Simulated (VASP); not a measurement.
# ZnS (F-43m) in VASP: notebook

Runs on ZnS. Level: LDA. Tasks: single point.

Program: VASP 6.6.1. These are calculated values, not measurements. Logs are shortened: lines on timing, memory, paths and dates and some standing lists are left out, and cuts for length are marked.

### 1 The cell of the first run

It takes space group F-43m (No. 216, cubic). Conventional cell: a = 5.409 Å, b = 5.409 Å, c = 5.409 Å, α = 90.00°, β = 90.00°, γ = 90.00°. Within 3.1 Å of Zn (site symmetry -43m) lie 4 S at 2.34 Å. Within 3.1 Å of S (site symmetry -43m) lie 4 Zn at 2.34 Å.

### 2 Single point, LDA

INCAR

```
ALGO = Normal ; EDIFF = 1E-6
ENCUT = 520 ; ISIF = 2
ISMEAR = 0 ; LASPH = True
LCHARG = False ; LREAL = False
LWAVE = False ; NBANDS = 16
NELM = 80 ; PREC = Accurate
SIGMA = 0.02
```

KPOINTS

```
k-points
0
Gamma
  10 10 10
```

POSCAR

```
ZnS
1.0
    0.0000000000      2.7046500000      2.7046500000
    2.7046500000      0.0000000000      2.7046500000
    2.7046500000      2.7046500000      0.0000000000
Zn S
1 1
Direct
    0.0000000000      0.0000000000      0.0000000000
    0.7500000000      0.7500000000      0.7500000000
```

Potentials or basis: VASP PAW LDA potentials, release 64 (Zn, S).

Command:

```console
$ cat potpaw_LDA.64/Zn/POTCAR potpaw_LDA.64/S/POTCAR > POTCAR
$ mpirun -np 1 vasp_std > vasp.out
```

OUTCAR:

```text
EDIFF = 1E-6
   ENCUT = 520
   ISIF = 2
   ISMEAR = 0
   LASPH = True
   LREAL = False
   NELM = 80
   PREC = Accurate

 ion  position               nearest neighbor table
   1  0.000  0.000  0.000-   2 2.34   2 2.34   2 2.34   2 2.34
   2  0.750  0.750  0.750-   1 2.34   1 2.34   1 2.34   1 2.34

  LATTYP: Found a face centered cubic cell.
 ALAT       =     5.4093000000

  Lattice vectors:

 A1 = (   0.0000000000,   2.7046500000,   2.7046500000)
 A2 = (   2.7046500000,   0.0000000000,   2.7046500000)
 A3 = (   2.7046500000,   2.7046500000,   0.0000000000)

Analysis of symmetry for initial positions (statically):
=====================================================================
 Subroutine PRICEL returns:
 Original cell was already a primitive cell.

 Routine SETGRP: Setting up the symmetry group for a
 face centered cubic supercell.

 Subroutine GETGRP returns: Found 24 space group operations
 (whereof 24 operations were pure point group operations)
 out of a pool of 48 trial point group operations.

The static configuration has the point symmetry T_d .

Analysis of symmetry for dynamics (positions and initial velocities):
=====================================================================
 Subroutine PRICEL returns:
 Original cell was already a primitive cell.

 Routine SETGRP: Setting up the symmetry group for a
 face centered cubic supercell.

 Subroutine GETGRP returns: Found 24 space group operations
 (whereof 24 operations were pure point group operations)
 out of a pool of 48 trial point group operations.

The dynamic configuration has the point symmetry T_d .

 Subroutine INISYM returns: Found 24 space group operations
 (whereof 24 operations are pure point group operations),
 and found     1 'primitive' translations

----------------------------------------------------------------------------------------

                                     Primitive cell

  volume of cell :      39.5697

  direct lattice vectors                    reciprocal lattice vectors
     0.000000000  2.704650000  2.704650000    -0.184866803  0.184866803  0.184866803
     2.704650000  0.000000000  2.704650000     0.184866803 -0.184866803  0.184866803
     2.704650000  2.704650000  0.000000000     0.184866803  0.184866803 -0.184866803

  length of vectors
     3.824952711  3.824952711  3.824952711     0.320198696  0.320198696  0.320198696

  position of ions in fractional coordinates (direct lattice)
     0.000000000  0.000000000  0.000000000
     0.750000000  0.750000000  0.750000000

  ion indices of the primitive-cell ions
   primitive index   ion index
                 1           1
[... 70 lines left out ...]
   LASPH  =      T    aspherical Exc in radial PAW
   ENCUT  =  520.0 eV  38.22 Ry    6.18 a.u.   7.11  7.11  7.11*2*pi/ulx,y,z
   NELM   =     80;   NELMIN=  2; NELMDL= -5     # of ELM steps
   EDIFF  = 0.1E-05   stopping-criterion for ELM
   LREAL  =      F    real-space projection
   EDIFFG = 0.1E-04   stopping-criterion for IOM
   NSW    =      0    number of steps for IOM
   IBRION =     -1    ionic relax: 0-MD 1-quasi-New 2-CG
   NFREE  =      0    steps in history (QN), initial steepest desc. (CG)
   ISIF   =      2    stress and relaxation
   ISYM   =      2    0-nonsym 1-usesym 2-fastsym
   POTIM  = 0.5000    time-step for ionic-motion
   TEBEG  =    0.0;   TEEND  =   0.0 temperature during run
   PSTRESS=    0.0 pullay stress
   NELECT =      18.0000    total number of electrons
   NUPDOWN=      -1.0000    fix difference up-down
   EMIN   =  10.00;   EMAX   =-10.00  energy-range for DOS
   EFERMI =   0.00;   METHOD = LEGACY
   ISMEAR =     0;   SIGMA  =   0.02  broadening in eV -4-tet -1-fermi 0-gaus
   EFERMI_NEDOS =   21; number of points for ismear=-14 and -15
   IALGO  =     38    algorithm
   IMIX   =      4    mixing-type and parameters
     AMIX     =   0.40;   BMIX     =  1.00
     AMIX_MAG =   1.60;   BMIX_MAG =  1.00
  volume/ion in A,a.u.               =      19.78       133.51
  Fermi-wavevector in a.u.,A,eV,Ry     =   1.259055  2.379268 21.568210  1.585219
  Thomas-Fermi vector in A             =   2.392634
   LORBIT       =      0    0 simple, 1 ext, 2 COOP (PROOUT), +10 PAW based schemes
   GGA     = CA    functional components
   LHFCALC =     F    Hartree Fock is set to
   AEXX    =    0.0000 exact exchange contribution
   IVDW    =     0    specifies the selected vdW correction
   LEPSILON=     F    determine dielectric tensor
   LRPA    =     F    only Hartree local field effects (RPA)
 non-spin polarized calculation
 Gauss-broadening in eV      SIGMA  =   0.02
  energy-cutoff  :      520.00
  volume of cell :       39.57
 maximum number of plane-waves:      1090
   NGX = 15   NGY = 15   NGZ = 15

 number of electron      17.9999998 magnetization

 Free energy of the ion-electron system (eV)
  ---------------------------------------------------
  ext. energy  EPLUGINS =         0.00000000
  ---------------------------------------------------
  free energy    TOTEN  =        -8.17387784 eV

  energy without entropy =       -8.17387784  energy(sigma->0) =       -8.17387784

 E-fermi :   2.0413     XC(G=0): -10.0257

 val. band max:        1.8973238898   @ k =   0.0000   0.0000   0.0000
 cond. band min:       3.7732896212   @ k =   0.0000   0.0000   0.0000
 fundamental gap:      1.8759657315
 Fermi energy:         2.0412691753

 k-point     1 :       0.0000    0.0000    0.0000
  band No.  band energies     occupation
      1     -11.1908      2.00000
      2      -4.5876      2.00000
      3      -4.5876      2.00000
      4      -4.5876      2.00000
      5      -4.1097      2.00000
      6      -4.1097      2.00000
[... 433 lines left out ...]
      3      -4.3493      2.00000
      4      -4.3408      2.00000
      5      -4.0823      2.00000
      6      -4.0536      2.00000
[... 8 lines left out ...]
     15      15.2770      0.00000
     16      17.5762      0.00000

 [... further k-points ...]
[... 5 lines left out ...]
  --------------------------------------------------------------------------------------
  -------------------------------------------------------------------------------------
  Total       -1.1194849     -1.1194849     -1.1194849      0.0000000      0.0000000      0.0000000
  in kB      -45.3279008    -45.3279008    -45.3279008      0.0000000      0.0000000      0.0000000
  external PRESSURE =     -45.3279008 kB  Pullay stress =       0.0000000 kB

 VOLUME and BASIS-vectors are now :
 -----------------------------------------------------------------------------
  energy-cutoff  :      520.00
  volume of cell :       39.57
      direct lattice vectors                 reciprocal lattice vectors
     0.000000000  2.704650000  2.704650000    -0.184866803  0.184866803  0.184866803
     2.704650000  0.000000000  2.704650000     0.184866803 -0.184866803  0.184866803
     2.704650000  2.704650000  0.000000000     0.184866803  0.184866803 -0.184866803

 POSITION                                       TOTAL-FORCE (eV/Angst)
 -----------------------------------------------------------------------------------
      0.00000      0.00000      0.00000        -0.000000     -0.000000     -0.000000
      4.05697      4.05697      4.05697         0.000000      0.000000      0.000000
 -----------------------------------------------------------------------------------
    total drift:                               -0.000000     -0.000000     -0.000000

  FREE ENERGIE OF THE ION-ELECTRON SYSTEM (eV)
  ---------------------------------------------------
  free  energy   TOTEN  =        -8.1738778359 eV

  energy  without entropy=       -8.1738778359  energy(sigma->0) =       -8.17387784
```

stdout:

```text
POSCAR found type information on POSCAR ZnS
 POSCAR found :  2 types and       2 ions
 scaLAPACK will be used
 LDA part: xc-table for (Slater(with rela. corr.)+CA(PZ))
 , standard interpolation
 POSCAR, INCAR and KPOINTS ok, starting setup
 FFT: planning ... GRIDC
 FFT: planning ... GRID_SOFT
 FFT: planning ... GRID
 WAVECAR not read
 entering main loop
```

Run time: 15 s. Hardware: 1 thread of AMD EPYC 7R13 (Zen 3), shared host; peak memory 0.12 GiB.

Results:

- Free energy: -8.1739 eV
- Pressure: -4.5 GPa
- Band gap on the k mesh: 1.88 eV, direct

Levels at points of the mesh, in eV from the valence-band top:
```
           k point  band 7  band 8  band 9  band 10  band 11  band 12
(0.00, 0.00, 0.00)    0.00    0.00    0.00     1.88     6.26     6.26
(0.50, 0.00, 0.00)   -5.36   -0.87   -0.87     3.11     6.79     6.79
(0.50, 0.50, 0.00)   -4.65   -2.24   -2.24     3.20     3.90    10.70
```

A hybrid or GW would open this gap; LDA tends to underestimate it.

### 3 Single point, LDA

This run uses another cell than the first one: it holds 8 atoms, not 2.

INCAR

```
ALGO = Normal
EDIFF = 1E-6
ENCUT = 520
GGA = CA
ISIF = 2
ISMEAR = 0
LASPH = T
LCHARG = T
LELF = T
LREAL = F
LVHAR = T
LWAVE = F
NBANDS = 46
NELM = 100
PREC = Accurate
SIGMA = 0.02
```

KPOINTS

```
k-points
0
Gamma
  6 6 6
```

POSCAR

```
ZnS
1.0
    5.4093000000      0.0000000000      0.0000000000
    0.0000000000     -5.4093000000      0.0000000000
    0.0000000000      0.0000000000     -5.4093000000
Zn S
4 4
Direct
    0.0000000000      0.5000000000      0.5000000000
    0.5000000000      0.0000000000      0.5000000000
    0.5000000000      0.5000000000      0.0000000000
    0.0000000000      0.0000000000      0.0000000000
    0.7500000000      0.7500000000      0.7500000000
    0.2500000000      0.2500000000      0.7500000000
    0.2500000000      0.7500000000      0.2500000000
    0.7500000000      0.2500000000      0.2500000000
```

Potentials or basis: VASP PAW LDA potentials, release 64 (Zn, S).

Command:

```console
$ cat potpaw_LDA.64/Zn/POTCAR potpaw_LDA.64/S/POTCAR > POTCAR
$ mpirun -np 1 vasp_std > vasp.out
```

OUTCAR:

```text
EDIFF = 1E-6
   ENCUT = 520
   GGA = CA
   ISIF = 2
   ISMEAR = 0
   LASPH = T
   LREAL = F
   NELM = 100
   PREC = Accurate

 ion  position               nearest neighbor table
   1  0.000  0.500  0.500-   5 2.34   6 2.34   7 2.34   8 2.34
   2  0.500  0.000  0.500-   5 2.34   6 2.34   7 2.34   8 2.34
   3  0.500  0.500  0.000-   5 2.34   6 2.34   7 2.34   8 2.34
   4  0.000  0.000  0.000-   5 2.34   6 2.34   7 2.34   8 2.34
   5  0.750  0.750  0.750-   1 2.34   2 2.34   3 2.34   4 2.34
   6  0.250  0.250  0.750-   1 2.34   2 2.34   3 2.34   4 2.34
   7  0.250  0.750  0.250-   1 2.34   2 2.34   3 2.34   4 2.34
   8  0.750  0.250  0.250-   1 2.34   2 2.34   3 2.34   4 2.34

  LATTYP: Found a simple cubic cell.
 ALAT       =     5.4093000000

  Lattice vectors:

 A1 = (   5.4093000000,   0.0000000000,   0.0000000000)
 A2 = (   0.0000000000,  -5.4093000000,   0.0000000000)
 A3 = (   0.0000000000,   0.0000000000,  -5.4093000000)

Analysis of symmetry for initial positions (statically):
=====================================================================
 Subroutine PRICEL returns following result:

  LATTYP: Found a face centered cubic cell.
 ALAT       =     5.4093000000

  Lattice vectors:

 A1 = (   2.7046500000,   2.7046500000,   0.0000000000)
 A2 = (   2.7046500000,   0.0000000000,  -2.7046500000)
 A3 = (   0.0000000000,   2.7046500000,  -2.7046500000)

   4 primitive cells build up your supercell.

 Routine SETGRP: Setting up the symmetry group for a
 simple cubic supercell.

 Subroutine GETGRP returns: Found 24 space group operations
 (whereof 24 operations were pure point group operations)
 out of a pool of 48 trial point group operations.

The static configuration has the point symmetry T_d .

Analysis of symmetry for dynamics (positions and initial velocities):
=====================================================================
 Subroutine PRICEL returns following result:

  LATTYP: Found a face centered cubic cell.
 ALAT       =     5.4093000000

  Lattice vectors:

 A1 = (   2.7046500000,   2.7046500000,   0.0000000000)
 A2 = (   2.7046500000,   0.0000000000,  -2.7046500000)
 A3 = (   0.0000000000,   2.7046500000,  -2.7046500000)

   4 primitive cells build up your supercell.

 Routine SETGRP: Setting up the symmetry group for a
 simple cubic supercell.

 Subroutine GETGRP returns: Found 24 space group operations
 (whereof 24 operations were pure point group operations)
 out of a pool of 48 trial point group operations.

The dynamic configuration has the point symmetry T_d .

 Subroutine INISYM returns: Found 24 space group operations
 (whereof 24 operations are pure point group operations),
 and found     4 'primitive' translations

----------------------------------------------------------------------------------------

[... 40 lines left out ...]
     0.000000000  0.000000000  0.000000000

 Subroutine IBZKPT returns following result:
 ===========================================

 Found     20 irreducible k-points:

 Following reciprocal coordinates:
            Coordinates               Weight
  0.000000  0.000000  0.000000      1.000000
  0.166667  0.000000  0.000000      6.000000
  0.333333  0.000000  0.000000      6.000000
  0.500000  0.000000  0.000000      3.000000
  0.166667  0.166667  0.000000     12.000000
  0.333333  0.166667  0.000000     24.000000
[... 12 lines left out ...]
  0.500000  0.500000  0.333333      6.000000
  0.500000  0.500000  0.500000      1.000000
   k-points           NKPTS =     20   k-points in BZ     NKDIM =     20   number of bands    NBANDS=     46
   number of dos      NEDOS =    301   number of ions     NIONS =      8
   total plane-waves  NPLWV =  64000
   dimension x,y,z NGX =    40 NGY =   40 NGZ =   40
   dimension x,y,z NGXF=    80 NGYF=   80 NGZF=   80
   ions per type =               4   4
   NGX,Y,Z   is equivalent  to a cutoff of  12.29, 12.29, 12.29 a.u.
   NGXF,Y,Z  is equivalent  to a cutoff of  24.59, 24.59, 24.59 a.u.
 SYSTEM =  unknown system
   PREC   = accura    normal or accurate (medium, high low for compatibility)
   ISTART =      0    job   : 0-new  1-cont  2-samecut
   ICHARG =      2    charge: 1-file 2-atom 10-const
   ISPIN  =      1    spin polarized calculation?
   LNONCOLLINEAR =      F non collinear calculations
   LSORBIT =      F    spin-orbit coupling
   LASPH  =      T    aspherical Exc in radial PAW
   ENCUT  =  520.0 eV  38.22 Ry    6.18 a.u.  10.06 10.06 10.06*2*pi/ulx,y,z
   NELM   =    100;   NELMIN=  2; NELMDL= -5     # of ELM steps
   EDIFF  = 0.1E-05   stopping-criterion for ELM
   LREAL  =      F    real-space projection
   EDIFFG = 0.1E-04   stopping-criterion for IOM
   NSW    =      0    number of steps for IOM
   IBRION =     -1    ionic relax: 0-MD 1-quasi-New 2-CG
   NFREE  =      0    steps in history (QN), initial steepest desc. (CG)
   ISIF   =      2    stress and relaxation
   ISYM   =      2    0-nonsym 1-usesym 2-fastsym
   POTIM  = 0.5000    time-step for ionic-motion
   TEBEG  =    0.0;   TEEND  =   0.0 temperature during run
   PSTRESS=    0.0 pullay stress
   NELECT =      72.0000    total number of electrons
   NUPDOWN=      -1.0000    fix difference up-down
   EMIN   =  10.00;   EMAX   =-10.00  energy-range for DOS
   EFERMI =   0.00;   METHOD = LEGACY
   ISMEAR =     0;   SIGMA  =   0.02  broadening in eV -4-tet -1-fermi 0-gaus
   EFERMI_NEDOS =   21; number of points for ismear=-14 and -15
   IALGO  =     38    algorithm
   IMIX   =      4    mixing-type and parameters
     AMIX     =   0.40;   BMIX     =  1.00
     AMIX_MAG =   1.60;   BMIX_MAG =  1.00
  volume/ion in A,a.u.               =      19.78       133.51
  Fermi-wavevector in a.u.,A,eV,Ry     =   1.259055  2.379268 21.568210  1.585219
  Thomas-Fermi vector in A             =   2.392634
   LORBIT       =      0    0 simple, 1 ext, 2 COOP (PROOUT), +10 PAW based schemes
   GGA     = CA    functional components
   LHFCALC =     F    Hartree Fock is set to
   AEXX    =    0.0000 exact exchange contribution
   IVDW    =     0    specifies the selected vdW correction
   LEPSILON=     F    determine dielectric tensor
   LRPA    =     F    only Hartree local field effects (RPA)
 non-spin polarized calculation
 Gauss-broadening in eV      SIGMA  =   0.02
  energy-cutoff  :      520.00
  volume of cell :      158.28
 maximum number of plane-waves:      4337
   NGX = 21   NGY = 21   NGZ = 21

 number of electron      72.0000039 magnetization

 Free energy of the ion-electron system (eV)
  ---------------------------------------------------
  ext. energy  EPLUGINS =         0.00000000
  ---------------------------------------------------
  free energy    TOTEN  =       -32.69584163 eV

  energy without entropy =      -32.69584163  energy(sigma->0) =      -32.69584163

 E-fermi :   2.0221     XC(G=0): -10.0257

 val. band max:        1.8969405035   @ k =   0.0000   0.0000   0.0000
 cond. band min:       3.7731296962   @ k =   0.0000   0.0000   0.0000
 fundamental gap:      1.8761891927
 Fermi energy:         2.0220543038

 k-point     1 :       0.0000    0.0000    0.0000
  band No.  band energies     occupation
      1     -11.1912      2.00000
      2      -9.9264      2.00000
      3      -9.9264      2.00000
      4      -9.9264      2.00000
      5      -4.6044      2.00000
      6      -4.6044      2.00000
[... 969 lines left out ...]
     45       8.6900      0.00000
     46       8.6900      0.00000

------------------------ aborting loop because EDIFF is reached ----------------------------------------

  FORCE on cell =-STRESS in cart. coord.  units (eV):
  Direction    XX          YY          ZZ          XY          YZ          ZX
  --------------------------------------------------------------------------------------
  -------------------------------------------------------------------------------------
  Total       -4.4981247     -4.4981247     -4.4981247      0.0000000      0.0000000      0.0000000
  in kB      -45.5322247    -45.5322247    -45.5322247      0.0000000      0.0000000      0.0000000
  external PRESSURE =     -45.5322247 kB  Pullay stress =       0.0000000 kB

 VOLUME and BASIS-vectors are now :
 -----------------------------------------------------------------------------
  energy-cutoff  :      520.00
  volume of cell :      158.28
      direct lattice vectors                 reciprocal lattice vectors
     5.409300000  0.000000000  0.000000000     0.184866803  0.000000000  0.000000000
     0.000000000 -5.409300000  0.000000000     0.000000000 -0.184866803  0.000000000
     0.000000000  0.000000000 -5.409300000     0.000000000  0.000000000 -0.184866803

 POSITION                                       TOTAL-FORCE (eV/Angst)
 -----------------------------------------------------------------------------------
      0.00000     -2.70465     -2.70465        -0.000000     -0.000000      0.000000
      2.70465      0.00000     -2.70465         0.000000      0.000000      0.000000
      2.70465     -2.70465      0.00000         0.000000     -0.000000     -0.000000
      0.00000      0.00000      0.00000        -0.000000      0.000000      0.000000
      4.05697     -4.05697     -4.05697         0.000000      0.000000     -0.000000
      1.35232     -1.35232     -4.05697         0.000000     -0.000000     -0.000000
      1.35232     -4.05697     -1.35232         0.000000      0.000000     -0.000000
      4.05697     -1.35232     -1.35232         0.000000      0.000000     -0.000000
 -----------------------------------------------------------------------------------
    total drift:                               -0.000000     -0.000000      0.000000

  FREE ENERGIE OF THE ION-ELECTRON SYSTEM (eV)
  ---------------------------------------------------
  free  energy   TOTEN  =       -32.6958416278 eV

  energy  without entropy=      -32.6958416278  energy(sigma->0) =      -32.69584163
```

It took 60 s on 1 thread of Intel Xeon Platinum 8559C (Emerald Rapids), shared host; peak memory 0.27 GiB.

What came out:

```
Free energy            : -32.6958 eV
Pressure               : -4.6 GPa
Band gap on the k mesh : 1.88 eV
```
